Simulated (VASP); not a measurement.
A run of VASP 6.6.1 is set up as follows.

The input INCAR:

```
SYSTEM = KI
ALGO = Normal ; EDIFF = 1E-6
ENCUT = 520 ; ISIF = 2
ISMEAR = 0 ; LASPH = .True.
LCHARG = .False. ; LREAL = .False.
LWAVE = .False. ; NBANDS = 15
NELM = 60 ; PREC = Accurate
SIGMA = 0.01
```

Contents of KPOINTS:

```
k-points
0
Gamma
  6 6 6
  0 0 0
```

Contents of POSCAR:

```
KI
1.0
    0.0000000000      3.5445661589      3.5445661589
    3.5445661589      0.0000000000      3.5445661589
    3.5445661589      3.5445661589      0.0000000000
K I
1 1
Direct
    0.0000000000      0.0000000000      0.0000000000
    0.5000000000      0.5000000000      0.5000000000
```

Potentials or basis: VASP PAW LDA potentials, release 64 (K_sv, I).

The run is started by

```bash
$ cat potpaw_LDA.64/K_sv/POTCAR potpaw_LDA.64/I/POTCAR > POTCAR
$ mpirun -np 1 vasp_std > vasp.out
```

Q: Predict the pressure.

A: -1.4 GPa.

Q: What does it give for the band gap on the k mesh?

A: 3.59 eV.

Caveat: spin-orbit coupling is left out, which moves the levels of the heavy elements.
